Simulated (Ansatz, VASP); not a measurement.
# Two plane-wave programs on AlRu

```
Ru Al
1.0
     3.03097    0.00000    0.00000
     0.00000    3.03097    0.00000
     0.00000    0.00000    3.03097
Ru Al
1 1
Direct
  0.50000 0.50000 0.50000
  0.00000 0.00000 0.00000
```

Alike in both runs: task single point; functional PBE0; k mesh 6 × 6 × 6; occupations fermi-dirac, width 0.05 eV; no spin polarisation.

```csv
,VASP,Ansatz
version,VASP 6.6.1,Ansatz 0.2.0
potentials or method,"VASP PAW PBE potentials, release 64 (Ru_pv, Al)",Ansatz PAW
plane-wave cutoff (eV),520,420
valence electrons in the cell,17,19
```

|  | VASP | Ansatz | Ansatz less VASP |
| --- | --- | --- | --- |
| gap on the k mesh at the Fermi level (eV) | none | none | - |
| pressure (GPa) | -12.0 | -12.0 | +0.03 |

A gap of «none» marks a metal or a gap that the smearing closes. VASP's potentials hold 17 valence electrons a cell and Ansatz's 19, so a difference there can come from the potentials and not from the codes.
